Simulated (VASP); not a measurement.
**Mo: single point with PBE**

Crystal: Mo.

```
Mo
1.0
     2.71674    0.00000    0.00000
    -1.35837    2.35277    0.00000
     0.00000    0.00000    2.30769
Mo
1
Direct
  0.00000 0.00000 0.50000
```

This cell differs from its parent crystal: strained.

```yaml
Program: VASP 6.6.1
Task: single point
Functional: PBE
Potentials_or_basis: VASP PAW PBE potentials, release 64 (Mo_sv)
Cutoff: 520 eV
k_mesh: 18 × 18 × 16
Occupations: gaussian, width 0.1 eV
Spin: no spin polarisation
```

```yaml
Pressure: 38.9 GPa
Band_gap_on_the_k_mesh: zero (bands 7 and 8 overlap by 2.30 eV)
```

Stress tensor (GPa, compression positive):
```
27.93  0.00  0.00
 0.00 27.93  0.00
 0.00  0.00 60.73
```

Levels at points of the mesh, in eV from the Fermi level:
| k point | band 4 | band 5 | band 6 | band 7 | band 8 | band 9 | band 10 | band 11 |
| --- | --- | --- | --- | --- | --- | --- | --- | --- |
| (0.00, 0.00, 0.00) | -33.19 | -6.96 | -5.02 | -1.18 | -1.18 | 5.53 | 5.53 | 12.47 |
| (0.50, 0.00, 0.00) | -33.04 | -5.41 | -3.89 | 1.12 | 2.76 | 4.48 | 4.93 | 10.78 |
| (0.00, 0.00, 0.50) | -33.77 | -3.02 | -0.20 | -0.20 | 0.33 | 0.33 | 1.10 | 14.44 |
| (0.50, 0.00, 0.50) | -34.09 | -6.32 | -2.95 | -1.50 | 5.23 | 7.35 | 7.87 | 8.46 |

Wall time 45 s on 1 thread of Intel Xeon 8259CL, on a shared host, peak memory 0.17 GiB.

Caveat: the cell differs from its parent crystal (strained); the cell stands under pressure.
